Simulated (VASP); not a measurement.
# Zr3SiO (R-3m) in VASP: further runs, part 2 of 2

VASP 6.6.1. Earlier steps stand in the parts before.

## (4) Relaxation of cell and atoms, PBE

This run uses another cell than the first one, of 18.23 Å³/atom.

The input, INCAR:

```
SYSTEM = Zr3SiO
  PREC = Accurate
  ENCUT = 600
  EDIFF = 1E-7
  ISMEAR = 0
  SIGMA = 0.1
  LREAL = .False.
  LASPH = .True.
  NELM = 60
  ALGO = Normal
  ISIF = 3
  LWAVE = .False.
  LCHARG = .False.
  GGA = PE
  IBRION = 2
  NSW = 90
  EDIFFG = -0.04
```

The input, KPOINTS:

```
regular mesh
0
Gamma
  6 6 6
  0 0 0
```

The input, POSCAR:

```
Zr3SiO
1.0
    2.5424495600      1.4678839400      4.0704837000
   -2.5424495600      1.4678839400      4.0704837000
    0.0000000000     -2.9357678700      4.0704837000
Zr Si O
3 1 1
Direct
    0.0000000000      0.0000000000      0.5000000000
    0.5000000000      0.0000000000      0.0000000000
    0.0000000000      0.5000000000      0.0000000000
    0.5000000000      0.5000000000      0.5000000000
    0.0000000000      0.0000000000      0.0000000000
```

Command:

```sh
> cat potpaw_PBE.64/Zr_sv/POTCAR potpaw_PBE.64/Si/POTCAR potpaw_PBE.64/O/POTCAR > POTCAR
> mpirun -np 1 vasp_std > vasp.out
```

It took 28 min on 1 thread of Intel Xeon 8259CL, shared host; peak memory 0.33 GiB.

Results (log left out):

```yaml
Free_energy: -41.7014 eV
Relaxed_volume: 16.98 Å³/atom
Relaxed_cell: a = 4.399 Å, b = 4.399 Å, c = 4.399 Å, α = 87.74°, β = 87.74°, γ = 87.74°
Space_group_after_relaxing_to_0.1_Å: R-3m (No. 166)
Energy_gained_by_relaxing: 1534.8 meV/atom
Ionic_steps: 16
Pressure_after_relaxing: 0.1 GPa
Band_gap_on_the_k_mesh: zero (bands 23 and 24 overlap by 1.10 eV)
```

Stress tensor (GPa, compression positive):
```
0.15 0.00 0.00
0.00 0.15 0.00
0.00 0.00 0.06
```

Step by step:
| step | energy change (eV) | largest force (eV/Å) | pressure (GPa) | volume (Å³) |
| --- | --- | --- | --- | --- |
| 1 | 0.0000 | 0.0000 | 26.83 | 91.15 |
| 2 | -3.0035 | 0.0000 | -22.37 | 131.31 |
| 3 | -4.6000 | 0.0000 | -13.27 | 114.65 |
| 4 | -4.6035 | 0.0000 | -12.08 | 113.34 |
| 5 | -7.0309 | 0.0000 | -9.38 | 95.91 |
| 6 | -7.5698 | 0.0000 | -3.73 | 88.62 |
| 7 | -6.7746 | 0.0000 | 28.49 | 73.60 |
| 8 | -7.6545 | 0.0000 | 0.33 | 85.38 |
| 9 | -7.6575 | 0.0000 | 1.41 | 84.66 |
| 10 | -7.6556 | 0.0000 | 2.34 | 84.06 |
| 11 | -7.6696 | 0.0000 | -1.28 | 85.88 |
| 12 | -7.6711 | 0.0000 | -0.43 | 85.43 |
| 13 | -7.6727 | 0.0000 | -0.12 | 85.19 |
| 14 | -7.6733 | 0.0000 | 0.72 | 84.57 |
| 15 | -7.6736 | 0.0000 | 0.41 | 84.79 |
| 16 | -7.6742 | 0.0000 | 0.12 | 84.91 |

Final structure:
```yaml
crystal:
  lattice:
    - [3.04834, 1.75996, 2.63783]
    - [-3.04834, 1.75996, 2.63783]
    - [0.00000, -3.51992, 2.63783]
  atoms:
    - { symbol: Zr, position: [0.00000, 0.00000, 0.50000] }
    - { symbol: Zr, position: [0.50000, 0.00000, 0.00000] }
    - { symbol: Zr, position: [0.00000, 0.50000, 0.00000] }
    - { symbol: Si, position: [0.50000, 0.50000, 0.50000] }
    - { symbol: O, position: [0.00000, 0.00000, 0.00000] }
```

Levels at points of the mesh, in eV from the Fermi level:
```
           k point  band 20  band 21  band 22  band 23  band 24  band 25  band 26  band 27
(0.00, 0.00, 0.00)    -2.50    -2.36    -2.36    -0.58    -0.58    -0.57     1.14     2.05
(0.50, 0.00, 0.00)    -2.56    -1.89    -0.83     0.52     0.52     1.31     1.52     1.57
(0.50, 0.50, 0.00)    -3.05    -0.21    -0.02    -0.02     0.25     0.73     1.27     1.72
(0.50, 0.50, 0.50)    -2.06    -1.33    -0.90    -0.90     0.12     0.12     0.66     2.68
```

## (5) Single point, PBE, collinear spin

The input, INCAR:

```
  PREC = Accurate
  ENCUT = 520
  EDIFF = 1E-6
  ISMEAR = 0
  SIGMA = 0.1
  LREAL = False
  LASPH = True
  NELM = 150
  ALGO = Normal
  ISIF = 2
  LWAVE = False
  LCHARG = False
  ISPIN = 2
  MAGMOM = 1 1 1 0 0
  LORBIT = 11
  LMAXMIX = 4
  GGA = PE
  NBANDS = 35
```

The input, KPOINTS:

```
Automatic mesh
0
Gamma
  6 6 6
```

Edit POSCAR of step 4 so:

```diff
@@ -2,5 +2,5 @@
 1.0
-    2.5424495600      1.4678839400      4.0704837000
-   -2.5424495600      1.4678839400      4.0704837000
-    0.0000000000     -2.9357678700      4.0704837000
+    3.0458629696      1.7585298054      2.6427462426
+   -3.0458629696      1.7585298054      2.6427462426
+    0.0000000000     -3.5170596108      2.6427462426
 Zr Si O
```

Command:

```sh
> cat potpaw_PBE.64/Zr_sv/POTCAR potpaw_PBE.64/Si/POTCAR potpaw_PBE.64/O/POTCAR > POTCAR
> mpirun -np 1 vasp_std > vasp.out
```

Wall time 3.7 min (1 thread of Intel Xeon 8259CL, shared host); peak memory 0.33 GiB.

Results (log left out):

```yaml
Free_energy: -41.7150 eV
Pressure: 0.3 GPa
Band_gap_on_the_k_mesh: zero (filled and empty bands overlap)
Net_moment: 0.00 μB per cell
Valence_electrons_inside_the_program's_atomic_spheres: Zr 9.92; Si 1.55; O 5.10
```

Stress tensor (GPa, compression positive):
```
 0.45  0.00  0.00
 0.00  0.45  0.00
 0.00  0.00 -0.04
```

Levels at points of the mesh, in eV from the Fermi level:
Spin up:
| k point | band 20 | band 21 | band 22 | band 23 | band 24 | band 25 | band 26 | band 27 |
| --- | --- | --- | --- | --- | --- | --- | --- | --- |
| (0.00, 0.00, 0.00) | -2.50 | -2.36 | -2.36 | -0.59 | -0.59 | -0.57 | 1.11 | 2.06 |
| (0.50, 0.00, 0.00) | -2.56 | -1.89 | -0.83 | 0.52 | 0.52 | 1.30 | 1.52 | 1.57 |
| (0.50, 0.50, 0.00) | -3.05 | -0.23 | -0.02 | -0.02 | 0.26 | 0.73 | 1.27 | 1.72 |
| (0.50, 0.50, 0.50) | -2.05 | -1.35 | -0.90 | -0.90 | 0.12 | 0.12 | 0.68 | 2.54 |
Spin down:
| k point | band 19 | band 20 | band 21 | band 22 | band 23 | band 24 | band 25 | band 26 | band 27 | band 28 |
| --- | --- | --- | --- | --- | --- | --- | --- | --- | --- | --- |
| (0.00, 0.00, 0.00) | -2.50 | -2.50 | -2.36 | -2.36 | -0.59 | -0.59 | -0.57 | 1.11 | 2.06 | 2.06 |
| (0.50, 0.00, 0.00) | -2.70 | -2.56 | -1.89 | -0.83 | 0.52 | 0.52 | 1.30 | 1.52 | 1.57 | 1.76 |
| (0.50, 0.50, 0.00) | -3.51 | -3.05 | -0.23 | -0.02 | -0.02 | 0.26 | 0.73 | 1.27 | 1.72 | 1.95 |
| (0.50, 0.50, 0.50) | -2.05 | -2.05 | -1.35 | -0.90 | -0.90 | 0.12 | 0.12 | 0.68 | 2.54 | 2.68 |

## (6) The runs side by side

| task | spin | cell | cutoff (eV) | gap on the mesh (eV) | pressure (GPa) |
| --- | --- | --- | --- | --- | --- |
| single point | off | a = 4.399 Å, angles 87.6°, 5 atoms | 520 | none | 0.3 |
| single point | off | a = 5.019 Å, angles 60.9°, 5 atoms | 520 | none | 26.9 |
| relaxation of cell and atoms | off | relaxed from a = 5.019 Å, angles 60.9°, 5 atoms | 600 | none | 0.1 |
| single point | collinear | a = 4.399 Å, angles 87.6°, 5 atoms | 520 | none | 0.3 |

Alike in all rows: level PBE; potentials or basis VASP PAW PBE potentials, release 64 (Zr_sv, Si, O); k mesh 6 × 6 × 6; smearing gaussian 0.1 eV.

Caveats: the stress differs along the axes, from -23 to 52 GPa (at least some runs).

Absolute energies hang on the potentials; compare differences alone.
